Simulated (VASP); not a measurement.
IrRh3:

```
Ir Rh
1.0
     3.81706    0.00000    0.00000
     0.00000    3.81706    0.00000
     0.00000    0.00000    3.81706
Ir Rh
1 3
Direct
  0.00000 0.00000 0.00000
  0.00000 0.50000 0.50000
  0.50000 0.00000 0.50000
  0.50000 0.50000 0.00000
```

```yaml
Program: VASP 6.6.1
Task: relaxation of cell and atoms
Functional: PBEsol
Potentials_or_basis: VASP PAW PBE potentials, release 64 (Ir, Rh_pv)
Cutoff: 600 eV
k_mesh: 6 × 6 × 6
Occupations: fermi-dirac, width 0.05 eV
Spin: no spin polarisation
```

At the start: pressure -6.2 GPa; volume 13.90 Å³/atom.

**Question.** How do energy, volume and symmetry change on relaxing?

**Answer.** Over 3 steps the energy falls by 5.5 meV/atom and the volume is 13.63 Å³/atom (-2.0 %); space group Pm-3m (No. 221, to 0.05 Å).

The path:
| step | energy change (eV) | largest force (eV/Å) | pressure (GPa) | volume (Å³) |
| --- | --- | --- | --- | --- |
| 1 | 0.0000 | 0.0000 | -6.19 | 55.61 |
| 2 | 0.1763 | 0.0000 | 21.80 | 51.40 |
| 3 | -0.0221 | 0.0000 | -0.08 | 54.52 |

Final structure:
```cif
data_structure
_symmetry_space_group_name_H-M 'P 1'
_symmetry_Int_Tables_number 1
_cell_length_a 3.7919
_cell_length_b 3.7919
_cell_length_c 3.7919
_cell_angle_alpha 90.000
_cell_angle_beta 90.000
_cell_angle_gamma 90.000
_cell_volume 54.52
loop_
_atom_site_label
_atom_site_type_symbol
_atom_site_fract_x
_atom_site_fract_y
_atom_site_fract_z
_atom_site_occupancy
Ir1 Ir 0.00000 0.00000 0.00000 1
Rh1 Rh 0.00000 0.50000 0.50000 1
Rh2 Rh 0.50000 0.00000 0.50000 1
Rh3 Rh 0.50000 0.50000 0.00000 1
```

Caveat: the PAW data sets were made with another functional, which shifts forces and pressure a little.
